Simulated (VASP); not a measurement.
GaP:

```xyz
2
Lattice="0.0000 2.7525 2.7525 2.7525 0.0000 2.7525 2.7525 2.7525 0.0000" Properties=species:S:1:pos:R:3 pbc="T T T"
Ga    0.0000    0.0000    0.0000
P     1.3763    1.3763    1.3763
```

| Quantity | Value |
| --- | --- |
| Program | VASP 6.6.1 |
| Task | relaxation of cell and atoms |
| Functional | LDA |
| Potentials or basis | VASP PAW LDA potentials, release 64 (Ga_d, P) |
| Cutoff | 600 eV |
| k mesh | 8 × 8 × 8 |
| Occupations | gaussian, width 0.02 eV |
| Spin | no spin polarisation |

At the start: pressure -4.9 GPa; volume 20.85 Å³/atom.

**Question.** How do energy, volume and symmetry change on relaxing?

**Answer.** Over 6 steps the energy falls by 19.9 meV/atom and the volume is 19.61 Å³/atom (-6.0 %); space group F-43m (No. 216, to 0.05 Å).

The path:
```csv
step,energy change (eV),largest force (eV/Å),pressure (GPa),volume (Å³)
1,0.0000,0.0000,-4.85,41.71
2,-0.0287,0.0000,3.05,38.01
3,-0.0398,0.0000,-0.13,39.22
4,-0.0398,0.0000,0.16,39.17
5,-0.0398,0.0000,-0.14,39.27
6,-0.0398,0.0000,0.01,39.22
```

Final structure:
```yaml
crystal:
  lattice:
    - [0.00000, 2.69657, 2.69657]
    - [2.69657, 0.00000, 2.69657]
    - [2.69657, 2.69657, 0.00000]
  atoms:
    - { symbol: Ga, position: [0.00000, 0.00000, 0.00000] }
    - { symbol: P, position: [0.25000, 0.25000, 0.25000] }
```
